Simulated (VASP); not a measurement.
# Mg3SeS2 (P-3m1) in VASP: a series of runs

The runs below take Mg3SeS2 through single point, with PBE.

Everything below comes from runs of VASP 6.6.1. Logs are shortened: lines on timing, memory, paths and dates and some standing lists are left out, and cuts for length are marked.

## (1) The cell of the first run

The structure is trigonal, space group P-3m1 (No. 164). The conventional cell has a = 3.766 Å, b = 3.766 Å, c = 9.212 Å, α = 90.00°, β = 90.00°, γ = 120.00°. Within 3.5 Å of Mg (site symmetry -3m) lie 6 S at 2.64 Å. Mg (site symmetry 3m) has 3 S at 2.64 Å and 3 Se at 2.71 Å within 3.5 Å. Within 3.6 Å of Se (site symmetry -3m) lie 6 Mg at 2.71 Å. Within 3.5 Å of S (site symmetry 3m) lie 6 Mg at 2.64 Å.

## (2) Single point, PBE

Input file INCAR:

```
PREC = Accurate
ENCUT = 520
EDIFF = 1E-6
ISMEAR = 0
SIGMA = 0.1
LREAL = False
LASPH = True
NELM = 60
ALGO = Normal
ISIF = 2
LWAVE = False
LCHARG = False
GGA = PE
NBANDS = 21
```

Input file KPOINTS:

```
Automatic mesh
0
Gamma
  6 6 4
```

Input file POSCAR:

```
Mg3SeS2
1.0
    3.7662049403     -0.0000000024      0.0000000000
   -1.8831024681      3.2616291554      0.0000000000
    0.0000000000      0.0000000000      9.2115922910
Mg Se S
3 1 2
Direct
    0.0000000000      0.0000000000      0.5000000000
    0.6666666667      0.3333333333      0.1757518997
    0.3333333333      0.6666666667      0.8242481003
    0.0000000000      0.0000000000      0.0000000000
    0.3333333333      0.6666666667      0.3378371626
    0.6666666667      0.3333333333      0.6621628374
```

Potentials or basis: VASP PAW PBE potentials, release 64 (Mg, Se, S).

Launch:

```sh
cat potpaw_PBE.64/Mg/POTCAR potpaw_PBE.64/Se/POTCAR potpaw_PBE.64/S/POTCAR > POTCAR
mpirun -np 1 vasp_std > vasp.out
```

OUTCAR:

```text
PREC = Accurate
   ENCUT = 520
   EDIFF = 1E-6
   ISMEAR = 0
   LREAL = False
   LASPH = True
   NELM = 60
   ISIF = 2
   GGA = PE

 ion  position               nearest neighbor table
   1  0.000  0.000  0.500-   5 2.64   6 2.64   6 2.64   5 2.64   6 2.64   5 2.64
   2  0.667  0.333  0.176-   5 2.64   5 2.64   5 2.64   4 2.71   4 2.71   4 2.71
   3  0.333  0.667  0.824-   6 2.64   6 2.64   6 2.64   4 2.71   4 2.71   4 2.71
   4  0.000  0.000  0.000-   2 2.71   3 2.71   2 2.71   3 2.71   2 2.71   3 2.71
   5  0.333  0.667  0.338-   2 2.64   2 2.64   2 2.64   1 2.64   1 2.64   1 2.64
   6  0.667  0.333  0.662-   3 2.64   3 2.64   3 2.64   1 2.64   1 2.64   1 2.64

  LATTYP: Found a hexagonal cell.
 ALAT       =     3.7662049403
 C/A-ratio  =     2.4458552939

  Lattice vectors:

 A1 = (   3.7662049403,  -0.0000000024,   0.0000000000)
 A2 = (  -1.8831024681,   3.2616291554,   0.0000000000)
 A3 = (   0.0000000000,   0.0000000000,   9.2115922910)

Analysis of symmetry for initial positions (statically):
=====================================================================
 Subroutine PRICEL returns:
 Original cell was already a primitive cell.

 Routine SETGRP: Setting up the symmetry group for a
 hexagonal supercell.

 Subroutine GETGRP returns: Found 12 space group operations
 (whereof 12 operations were pure point group operations)
 out of a pool of 24 trial point group operations.

The static configuration has the point symmetry D_3d.

Analysis of symmetry for dynamics (positions and initial velocities):
=====================================================================
 Subroutine PRICEL returns:
 Original cell was already a primitive cell.

 Routine SETGRP: Setting up the symmetry group for a
 hexagonal supercell.

 Subroutine GETGRP returns: Found 12 space group operations
 (whereof 12 operations were pure point group operations)
 out of a pool of 24 trial point group operations.

The dynamic configuration has the point symmetry D_3d.

 Subroutine INISYM returns: Found 12 space group operations
 (whereof 12 operations are pure point group operations),
 and found     1 'primitive' translations

----------------------------------------------------------------------------------------

                                     Primitive cell

  volume of cell :     113.1549

  direct lattice vectors                    reciprocal lattice vectors
     3.766204940 -0.000000002  0.000000000     0.265519274  0.153297624  0.000000000
    -1.883102468  3.261629155  0.000000000     0.000000000  0.306595248  0.000000000
     0.000000000  0.000000000  9.211592291     0.000000000  0.000000000  0.108558865

  length of vectors
     3.766204940  3.766204940  9.211592291     0.306595248  0.306595248  0.108558865

  position of ions in fractional coordinates (direct lattice)
     0.000000000  0.000000000  0.500000000
     0.666666667  0.333333333  0.175751900
     0.333333333  0.666666667  0.824248100
     0.000000000  0.000000000  0.000000000
     0.333333333  0.666666667  0.337837163
     0.666666667  0.333333333  0.662162837

  ion indices of the primitive-cell ions
   primitive index   ion index
                 1           1
                 2           2
                 3           3
                 4           4
                 5           5
                 6           6

----------------------------------------------------------------------------------------

 KPOINTS: Automatic mesh

Automatic generation of k-mesh.
 Grid dimensions read from file:
 generate k-points for:    6    6    4

 Generating k-lattice:

  Cartesian coordinates                     Fractional coordinates (reciprocal lattice)
     0.044253212  0.025549604  0.000000000     0.166666667 -0.000000000  0.000000000
     0.000000000  0.051099208  0.000000000     0.000000000  0.166666667  0.000000000
     0.000000000  0.000000000  0.027139716     0.000000000  0.000000000  0.250000000

  Length of vectors
     0.051099208  0.051099208  0.027139716

  Shift w.r.t. Gamma in fractional coordinates (k-lattice)
     0.000000000  0.000000000  0.000000000

 Subroutine IBZKPT returns following result:
 ===========================================

 Found     24 irreducible k-points:

 Following reciprocal coordinates:
            Coordinates               Weight
  0.000000  0.000000  0.000000      1.000000
  0.166667  0.000000  0.000000      6.000000
  0.333333  0.000000  0.000000      6.000000
  0.500000 -0.000000  0.000000      3.000000
  0.166667  0.166667  0.000000      6.000000
  0.333333  0.166667  0.000000     12.000000
[... 16 lines left out ...]
  0.333333  0.166667  0.500000     12.000000
  0.333333  0.333333  0.500000      2.000000
   k-points           NKPTS =     24   k-points in BZ     NKDIM =     24   number of bands    NBANDS=     21
   number of dos      NEDOS =    301   number of ions     NIONS =      6
   total plane-waves  NPLWV =  54880
   dimension x,y,z NGX =    28 NGY =   28 NGZ =   70
   dimension x,y,z NGXF=    56 NGYF=   56 NGZF=  140
   ions per type =               3   1   2
   NGX,Y,Z   is equivalent  to a cutoff of  12.36, 12.36, 12.63 a.u.
   NGXF,Y,Z  is equivalent  to a cutoff of  24.72, 24.72, 25.27 a.u.
 SYSTEM =  unknown system
   PREC   = accura    normal or accurate (medium, high low for compatibility)
   ISTART =      0    job   : 0-new  1-cont  2-samecut
   ICHARG =      2    charge: 1-file 2-atom 10-const
   ISPIN  =      1    spin polarized calculation?
   LNONCOLLINEAR =      F non collinear calculations
   LSORBIT =      F    spin-orbit coupling
   LASPH  =      T    aspherical Exc in radial PAW
   ENCUT  =  520.0 eV  38.22 Ry    6.18 a.u.   7.00  7.00 17.13*2*pi/ulx,y,z
   NELM   =     60;   NELMIN=  2; NELMDL= -5     # of ELM steps
   EDIFF  = 0.1E-05   stopping-criterion for ELM
   LREAL  =      F    real-space projection
   EDIFFG = 0.1E-04   stopping-criterion for IOM
   NSW    =      0    number of steps for IOM
   IBRION =     -1    ionic relax: 0-MD 1-quasi-New 2-CG
   NFREE  =      0    steps in history (QN), initial steepest desc. (CG)
   ISIF   =      2    stress and relaxation
   ISYM   =      2    0-nonsym 1-usesym 2-fastsym
   POTIM  = 0.5000    time-step for ionic-motion
   TEBEG  =    0.0;   TEEND  =   0.0 temperature during run
   PSTRESS=    0.0 pullay stress
   NELECT =      24.0000    total number of electrons
   NUPDOWN=      -1.0000    fix difference up-down
   EMIN   =  10.00;   EMAX   =-10.00  energy-range for DOS
   EFERMI =   0.00;   METHOD = LEGACY
   ISMEAR =     0;   SIGMA  =   0.10  broadening in eV -4-tet -1-fermi 0-gaus
   EFERMI_NEDOS =   21; number of points for ismear=-14 and -15
   IALGO  =     38    algorithm
   IMIX   =      4    mixing-type and parameters
     AMIX     =   0.40;   BMIX     =  1.00
     AMIX_MAG =   1.60;   BMIX_MAG =  1.00
  volume/ion in A,a.u.               =      18.86       127.27
  Fermi-wavevector in a.u.,A,eV,Ry     =   0.976309  1.844957 12.968804  0.953180
  Thomas-Fermi vector in A             =   2.106918
   LORBIT       =      0    0 simple, 1 ext, 2 COOP (PROOUT), +10 PAW based schemes
   GGA     = PE    functional components
   LHFCALC =     F    Hartree Fock is set to
   AEXX    =    0.0000 exact exchange contribution
   IVDW    =     0    specifies the selected vdW correction
   LEPSILON=     F    determine dielectric tensor
   LRPA    =     F    only Hartree local field effects (RPA)
 non-spin polarized calculation
 Gauss-broadening in eV      SIGMA  =   0.10
  energy-cutoff  :      520.00
  volume of cell :      113.15
 maximum number of plane-waves:      3069
   NGX = 13   NGY = 13   NGZ = 35

 number of electron      23.9999999 magnetization

 Free energy of the ion-electron system (eV)
  ---------------------------------------------------
  ext. energy  EPLUGINS =         0.00000000
  ---------------------------------------------------
  free energy    TOTEN  =       -24.42155158 eV

  energy without entropy =      -24.42155158  energy(sigma->0) =      -24.42155158

 E-fermi :   4.2791     XC(G=0):  -9.5353

 val. band max:        3.8036272665   @ k =   0.0000   0.0000   0.0000
 cond. band min:       5.7571406472   @ k =   0.5000  -0.0000   0.0000
 fundamental gap:      1.9535133807
 Fermi energy:         4.2790668725

 k-point     1 :       0.0000    0.0000    0.0000
  band No.  band energies     occupation
      1      -9.2774      2.00000
      2      -8.4568      2.00000
      3      -8.4377      2.00000
      4      -0.4816      2.00000
      5      -0.4222      2.00000
      6       2.5824      2.00000
[... 13 lines left out ...]
     20      11.1620      0.00000
     21      11.1851      0.00000

 k-point     2 :       0.1667    0.0000    0.0000
  band No.  band energies     occupation
      1      -9.0600      2.00000
      2      -8.2976      2.00000
      3      -8.2919      2.00000
      4      -0.3366      2.00000
      5      -0.2988      2.00000
      6       1.5402      2.00000
[... 13 lines left out ...]
     20      10.9666      0.00000
     21      11.4004      0.00000

 k-point     3 :       0.3333    0.0000    0.0000
  band No.  band energies     occupation
      1      -8.5165      2.00000
      2      -8.0098      2.00000
      3      -7.9352      2.00000
      4      -0.6804      2.00000
      5      -0.4240      2.00000
      6       0.0306      2.00000
[... 13 lines left out ...]
     20      11.0045      0.00000
     21      11.2572      0.00000

 k-point     4 :       0.5000   -0.0000    0.0000
  band No.  band energies     occupation
      1      -8.0602      2.00000
      2      -7.9791      2.00000
      3      -7.7324      2.00000
      4      -1.1176      2.00000
      5      -0.9476      2.00000
      6      -0.6882      2.00000
[... 13 lines left out ...]
     20      10.9952      0.00000
     21      12.3607      0.00000

 k-point     5 :       0.1667    0.1667    0.0000
  band No.  band energies     occupation
      1      -8.6765      2.00000
      2      -8.0680      2.00000
      3      -8.0382      2.00000
      4      -0.3466      2.00000
      5      -0.2835      2.00000
      6       0.5972      2.00000
[... 13 lines left out ...]
     20      10.6185      0.00000
     21      10.7083      0.00000

 k-point     6 :       0.3333    0.1667    0.0000
  band No.  band energies     occupation
      1      -8.1424      2.00000
      2      -7.8833      2.00000
      3      -7.7604      2.00000
      4      -0.8173      2.00000
      5      -0.5973      2.00000
      6      -0.3636      2.00000
[... 13 lines left out ...]
     20      11.4809      0.00000
     21      11.7895      0.00000

 k-point     7 :       0.3333    0.3333    0.0000
  band No.  band energies     occupation
      1      -7.8569      2.00000
      2      -7.8569      2.00000
      3      -7.7164      2.00000
      4      -0.3866      2.00000
      5      -0.2459      2.00000
      6      -0.2459      2.00000
[... 13 lines left out ...]
     20      11.9116      0.00000
     21      11.9116      0.00000
[... 291 lines left out ...]
      1      -8.3928      2.00000
      2      -8.2978      2.00000
      3      -7.7668      2.00000
      4      -0.6581      2.00000
      5      -0.2977      2.00000
      6       0.0924      2.00000
[... 13 lines left out ...]
     20      11.8599      0.00000
     21      12.2305      0.00000

 k-point    21 :       0.5000   -0.0000    0.5000
  band No.  band energies     occupation
      1      -8.0995      2.00000
      2      -7.8795      2.00000
      3      -7.7950      2.00000
      4      -1.4197      2.00000
      5      -0.5951      2.00000
      6      -0.3594      2.00000
[... 13 lines left out ...]
     20      12.7132      0.00000
     21      12.9442      0.00000

 k-point    22 :       0.1667    0.1667    0.5000
  band No.  band energies     occupation
      1      -8.5233      2.00000
      2      -8.4444      2.00000
      3      -7.8067      2.00000
      4      -0.5053      2.00000
      5       0.0860      2.00000
      6       0.1946      2.00000
[... 13 lines left out ...]
     20      10.7853      0.00000
     21      11.8891      0.00000

 k-point    23 :       0.3333    0.1667    0.5000
  band No.  band energies     occupation
      1      -8.0944      2.00000
      2      -7.9788      2.00000
      3      -7.7134      2.00000
      4      -1.0143      2.00000
      5      -0.4007      2.00000
      6      -0.1187      2.00000
[... 13 lines left out ...]
     20      11.2024      0.00000
     21      11.4399      0.00000

 k-point    24 :       0.3333    0.3333    0.5000
  band No.  band energies     occupation
      1      -7.8567      2.00000
      2      -7.8567      2.00000
      3      -7.7162      2.00000
      4      -0.6175      2.00000
      5      -0.4920      2.00000
      6      -0.4920      2.00000
[... 13 lines left out ...]
     20      11.6221      0.00000
     21      11.6222      0.00000

------------------------ aborting loop because EDIFF is reached ----------------------------------------

  FORCE on cell =-STRESS in cart. coord.  units (eV):
  Direction    XX          YY          ZZ          XY          YZ          ZX
  --------------------------------------------------------------------------------------
  -------------------------------------------------------------------------------------
  Total       -0.1885979     -0.1885979     -0.0903539      0.0000000      0.0000000     -0.0000000
  in kB       -2.6703866     -2.6703866     -1.2793349      0.0000000      0.0000000     -0.0000000
  external PRESSURE =      -2.2067027 kB  Pullay stress =       0.0000000 kB

 VOLUME and BASIS-vectors are now :
 -----------------------------------------------------------------------------
  energy-cutoff  :      520.00
  volume of cell :      113.15
      direct lattice vectors                 reciprocal lattice vectors
     3.766204940 -0.000000002  0.000000000     0.265519274  0.153297624  0.000000000
    -1.883102468  3.261629155  0.000000000     0.000000000  0.306595248  0.000000000
     0.000000000  0.000000000  9.211592291     0.000000000  0.000000000  0.108558865

 POSITION                                       TOTAL-FORCE (eV/Angst)
 -----------------------------------------------------------------------------------
      0.00000      0.00000      4.60580        -0.000000     -0.000000      0.000000
      1.88310      1.08721      1.61895        -0.000000     -0.000000     -0.000704
      0.00000      2.17442      7.59264        -0.000000     -0.000000      0.000704
      0.00000      0.00000      0.00000        -0.000000     -0.000000      0.000000
      0.00000      2.17442      3.11202        -0.000000      0.000000     -0.003005
      1.88310      1.08721      6.09957         0.000000     -0.000000      0.003005
 -----------------------------------------------------------------------------------
    total drift:                               -0.000000     -0.000000     -0.000000

  FREE ENERGIE OF THE ION-ELECTRON SYSTEM (eV)
  ---------------------------------------------------
  free  energy   TOTEN  =       -24.4215515827 eV

  energy  without entropy=      -24.4215515827  energy(sigma->0) =      -24.42155158
```

Wall time 51 s (1 thread of Intel Xeon Platinum 8375C at 2.90GHz (Ice Lake), shared host); peak memory 0.25 GiB.

What came out:

```
Free energy            : -24.4216 eV
Pressure               : -0.2 GPa
Largest force          : 0.003 eV/Å
Band gap on the k mesh : 1.95 eV, indirect (least direct gap 2.68 eV)
```

Forces on the atoms (eV/Å):
```
Mg   0.000  0.000  0.000
Mg   0.000  0.000 -0.001
Mg   0.000  0.000  0.001
Se   0.000  0.000  0.000
S    0.000  0.000 -0.003
S    0.000  0.000  0.003
```

A k mesh can miss the band edges.

## (3) Single point, PBE

This run uses another cell than the first one, of 21.25 Å³/atom, 1.127 times its volume.

Input file INCAR:

```
ALGO = Normal
EDIFF = 1E-7
ENCUT = 520
GGA = PE
ISIF = 2
ISMEAR = 0
LASPH = True
LCHARG = False
LREAL = False
LWAVE = False
NBANDS = 21
NELM = 60
PREC = Accurate
SIGMA = 0.1
```

Input file KPOINTS:

```
k-points
0
Gamma
  6 6 4
```

Input file POSCAR:

```
Mg3SeS2
1.0
    4.4990658500      0.0000000000      0.0000000000
   -2.2495329200      3.8963053200      0.0000000000
    0.0000000000      0.0000000000      7.2723749700
Mg Se S
3 1 2
Direct
    0.0000000000      0.0000000000      0.5000000000
    0.6666666700      0.3333333300      0.3554551300
    0.3333333300      0.6666666700      0.6445448700
    0.0000000000      0.0000000000      0.0000000000
    0.3333333300      0.6666666700      0.2581742400
    0.6666666700      0.3333333300      0.7418257600
```

Potentials or basis: VASP PAW PBE potentials, release 64 (Mg, Se, S).

Launch:

```sh
cat potpaw_PBE.64/Mg/POTCAR potpaw_PBE.64/Se/POTCAR potpaw_PBE.64/S/POTCAR > POTCAR
mpirun -np 1 vasp_std > vasp.out
```

It took 61 s on 1 thread of Intel Xeon Platinum 8375C at 2.90GHz (Ice Lake), shared host; peak memory 0.28 GiB.

Results (log left out):

- Free energy: -16.8254 eV
- Pressure: -0.5 GPa
- Largest force: 1.473 eV/Å
- Band gap on the k mesh: zero (band 12 reaches 3.83 eV, above the bottom of band 13 at 3.48 eV)

Forces in eV/Å, atoms in the order of the input:
```
Mg   0.000  0.000  0.000
Mg   0.000  0.000 -1.473
Mg   0.000  0.000  1.473
Se   0.000  0.000  0.000
S    0.000  0.000  1.321
S    0.000  0.000 -1.321
```

Stress tensor (GPa, compression positive):
```
 2.20  0.00  0.00
 0.00  2.20  0.00
 0.00  0.00 -5.95
```

Levels at points of the mesh, in eV from the Fermi level:
```csv
k point,band 10,band 11,band 12,band 13,band 14,band 15
"(0.00, 0.00, 0.00)",-1.55,-0.39,-0.31,-0.31,1.95,1.95
"(0.50, 0.00, 0.00)",-1.58,-0.72,-0.45,0.15,1.84,2.24
"(0.00, 0.00, 0.50)",-2.20,-0.49,-0.49,0.27,1.35,1.69
"(0.50, 0.00, 0.50)",-1.64,-0.73,0.04,0.72,1.15,2.21
```

Caveat: forces of over 1 eV/Å act on the atoms, so gaps and moduli don't describe the material at rest.
